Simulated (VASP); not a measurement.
Here is a VASP 6.6.1 calculation.

INCAR

```
SYSTEM = CdSe
PREC = Accurate
ENCUT = 520
EDIFF = 1E-8
ISMEAR = -1
SIGMA = 0.03
LREAL = .False.
LASPH = .True.
NELM = 60
ALGO = Normal
ISIF = 2
LWAVE = .False.
LCHARG = .False.
GGA = CA
LEFG = .True.
NBANDS = 16
```

Contents of KPOINTS:

```
Automatic mesh
0
Gamma
  8 8 8
  0 0 0
```

POSCAR

```
CdSe
1.0
    0.0000000000      2.9781630626      3.0702711986
    2.9781630626      0.0000000000      3.0702711986
    2.9781630626      2.9781630626      0.0000000000
Cd Se
1 1
Direct
    0.0000000000      0.0000000000      0.0000000000
    0.2500000000      0.2500000000      0.2500000000
```

Potentials or basis: VASP PAW LDA potentials, release 64 (Cd, Se).

The run is started by

```bash
$ cat potpaw_LDA.64/Cd/POTCAR potpaw_LDA.64/Se/POTCAR > POTCAR
$ mpirun -np 1 vasp_std > vasp.out
```

Estimate the pressure.

0.2 GPa.

What does it give for the band gap on the k mesh?

0.39 eV, direct.

Electric field gradients, principal values (V/Å²):
| atom | least | middle | greatest (by size) |
| --- | --- | --- | --- |
| 1 Cd | 4.763 | 4.763 | -9.525 |
| 2 Se | -6.277 | -6.278 | 12.555 |

Caveat: the cell differs from its parent crystal (equal xx and yy strain of -3 %); without QUAD_EFG the Cq values of the log hold for a quadrupole moment of 1 mb, not for the nuclei.
